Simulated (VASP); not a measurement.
Sb2PbO, 4 atoms in the cell. Symmetry: P6/mmm, No. 191, hexagonal system. The conventional cell has a = 5.057 Å, b = 5.057 Å, c = 4.797 Å, α = 90.00°, β = 90.00°, γ = 120.00°. Sb (site symmetry -6m2) has 3 Sb at 2.92 Å and 3 O at 2.92 Å and 6 Pb at 3.78 Å within 3.8 Å. Pb (site symmetry 6/mmm) has 2 O at 2.40 Å within 3.2 Å. Within 3.2 Å of O (site symmetry 6/mmm) lie 2 Pb at 2.40 Å and 6 Sb at 2.92 Å. 

```yaml
Program: VASP 6.6.1
Task: relaxation of cell and atoms
Functional: PBE
Potentials_or_basis: VASP PAW PBE potentials, release 64 (Sb, Pb_d, O)
Cutoff: 600 eV
k_mesh: 12 × 12 × 10
Occupations: gaussian, width 0.1 eV
Spin: no spin polarisation
Dipole_correction: no
Further_INCAR_settings: ALGO = Normal; EDIFF = 1e-07; IBRION = 2; EDIFFG = -0.01; NSW = 100; ISIF = 3
```

Potentials or basis: VASP PAW PBE potentials, release 64 (Sb, Pb_d, O).

Launch:

```console
$ cat potpaw_PBE.64/Sb/POTCAR potpaw_PBE.64/Pb_d/POTCAR potpaw_PBE.64/O/POTCAR > POTCAR
$ mpirun -np 1 vasp_std > vasp.out
```

Hardware: 1 thread of Intel(R) Xeon(R) Platinum 8488C (Sapphire Rapids) (shared host).

Estimate the wall time of this run.

Wall time 9.7 min on 1 thread of Intel(R) Xeon(R) Platinum 8488C (Sapphire Rapids), with other jobs on the host, peak memory 0.49 GiB. Counts: scf iterations 45, k points 114, ion steps 5.
